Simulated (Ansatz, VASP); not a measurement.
Au in VASP and in Ansatz

```
Au
1.0
     0.00000    2.04550    2.04550
     2.04550    0.00000    2.04550
     2.04550    2.04550    0.00000
Au
1
Cartesian
  0.0000 0.0000 0.0000
```

Alike in both runs: task single point; functional PBE; k mesh 14 × 14 × 14; occupations fermi-dirac, width 0.08 eV; no spin polarisation.

```csv
,VASP,Ansatz
version,VASP 6.6.1,Ansatz 0.2.0
potentials or method,"VASP PAW PBE potentials, release 64 (Au), cutoff 520 eV","all-electron LAPW, non-relativistic"
```

|  | VASP | Ansatz | Ansatz less VASP |
| --- | --- | --- | --- |
| pressure (GPa) | 7.5 | 34.2 | +26.71 |

One of these differences is far larger than is usual between the two programs; its cause wasn't traced. Ansatz ran all-electron here, and VASP with PAW potentials.

Spin-orbit coupling is off throughout.
